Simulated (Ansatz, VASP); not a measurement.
# Two plane-wave programs on Ta3N

Contents of INCAR:

```
PREC = Accurate
ENCUT = 600
EDIFF = 1E-7
ISMEAR = 0
SIGMA = 0.1
LREAL = F
LASPH = T
NELM = 80
ALGO = Normal
ISIF = 3
LWAVE = F
LCHARG = F
GGA = PE
IBRION = 2
NSW = 100
EDIFFG = -0.01
```

File KPOINTS:

```
Automatic mesh
0
Gamma
  12 12 16
```

The input POSCAR:

```
Ta3N
1.0
    5.6753364985      0.0000000000      0.0000000000
   -2.8376682493      4.9149855828      0.0000000000
    0.0000000000      0.0000000000      2.8001079016
Ta N
3 1
Direct
    0.4941975448      0.5058024552      0.0000000000
    0.4941975448      0.9883950897      0.0000000000
    0.0116049103      0.5058024552      0.0000000000
    0.6666666667      0.3333333333      0.5000000000
```

Input for Ansatz:

```yaml
crystal:
  lattice:
    - [5.6753364985, 0.0, 0.0]
    - [-2.8376682493, 4.9149855828, 0.0]
    - [0.0, 0.0, 2.8001079016]
  atoms:
    - { symbol: Ta, position: [0.4941975448, 0.5058024552, 0.0] }
    - { symbol: Ta, position: [0.4941975448, 0.9883950897, 0.0] }
    - { symbol: Ta, position: [0.0116049103, 0.5058024552, 0.0] }
    - { symbol: "N", position: [0.6666666667, 0.3333333333, 0.5] }
basis:
  ecutwfc: 420
kpoints:
  mp_grid: { grid: [12, 12, 16] }
hamiltonian:
  xc: pbe
scf:
  occupations: { method: gaussian, width: 0.1 }
output:
  forces: true
  stress: true
  eigenvalues: true
  write_density: true
  write_potential: true
  elf: true
  volumetric_format: npy
relax:
  adjacent_minimum: "off"
  f_tol: 0.01
  max_steps: 80
  cell: { stress_tol: 0.05 }
```

Alike in both runs: task relaxation of cell and atoms; functional PBE; k mesh 12 × 12 × 16; occupations gaussian, width 0.1 eV; no spin polarisation.

```csv
,VASP,Ansatz
version,VASP 6.6.1,Ansatz 0.2.0
potentials or method,"VASP PAW PBE potentials, release 64 (Ta_pv, N), cutoff 600 eV","scalar-relativistic, plane waves, PAW"
valence electrons in the cell,38,44
```

```tsv
	VASP	Ansatz	Ansatz less VASP
gap on the k mesh at the Fermi level, each at its own relaxed structure (eV)	none	none	-
relaxed volume (Å³/atom)	19.56	19.54	-0.020
relaxed length of the cell vector where the two differ most in proportion (Å)	2.804	2.802	-0.0017
```

A gap of «none» marks a metal or a gap that the smearing closes. VASP's potentials hold 38 valence electrons a cell and Ansatz's 44, so a difference there can come from the potentials and not from the codes.

Spin-orbit coupling is off throughout.
